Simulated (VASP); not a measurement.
Crystal: CdS.

```xyz
4
Lattice="4.1400 0.0000 0.0000 -2.0700 3.5853 0.0000 0.0000 0.0000 6.7200" Properties=species:S:1:pos:R:3 pbc="T T T"
Cd    0.0000    2.3902    0.0000
Cd    2.0700    1.1951    3.3600
S     0.0000    2.3902    2.5334
S     2.0700    1.1951    5.8934
```

| Property | Result |
| --- | --- |
| Program | VASP 6.6.1 |
| Task | relaxation of cell and atoms |
| Functional | PBE |
| Potentials or basis | VASP PAW PBE potentials, release 64 (Cd, S) |
| Cutoff | 600 eV |
| k mesh | 9 × 9 × 6 |
| Occupations | gaussian, width 0.01 eV |
| Spin | no spin polarisation |

At the start: pressure 2.9 GPa; volume 24.94 Å³/atom.

**Question.** How do energy, volume and symmetry change on relaxing?

**Answer.** Over 15 steps the energy falls by 10.5 meV/atom and the volume is 26.17 Å³/atom (+4.9 %); space group P6_3mc (No. 186, to 0.1 Å) before and after.

Step by step:
| step | energy change (eV) | largest force (eV/Å) | pressure (GPa) | volume (Å³) |
| --- | --- | --- | --- | --- |
| 1 | 0.0000 | 0.0027 | 2.86 | 99.75 |
| 2 | -0.0377 | 0.0043 | -0.81 | 106.32 |
| 3 | -0.0419 | 0.0029 | 0.01 | 104.65 |
| 4 | -0.0419 | 0.0030 | -0.04 | 104.75 |
| 5 | -0.0419 | 0.0047 | 0.01 | 104.64 |
| 6 | -0.0419 | 0.0046 | 0.01 | 104.64 |
| 7 | -0.0419 | 0.0049 | 0.02 | 104.63 |
| 8 | -0.0419 | 0.0049 | 0.01 | 104.63 |
| 9 | -0.0419 | 0.0045 | 0.01 | 104.64 |
| 10 | -0.0419 | 0.0033 | 0.00 | 104.66 |
| 11 | -0.0419 | 0.0031 | 0.00 | 104.66 |
| 12 | -0.0419 | 0.0014 | 0.00 | 104.65 |
| 13 | -0.0419 | 0.0003 | 0.00 | 104.66 |
| 14 | -0.0419 | 0.0008 | -0.01 | 104.67 |
| 15 | -0.0419 | 0.0003 | 0.00 | 104.66 |

Final structure:
```
CELL_PARAMETERS angstrom
4.20321 0.00000 0.00000
-2.10161 3.64009 0.00000
0.00000 0.00000 6.84070
ATOMIC_POSITIONS crystal
Cd 0.33333 0.66667 0.00023
Cd 0.66667 0.33333 0.50023
S 0.33333 0.66667 0.37677
S 0.66667 0.33333 0.87677
```
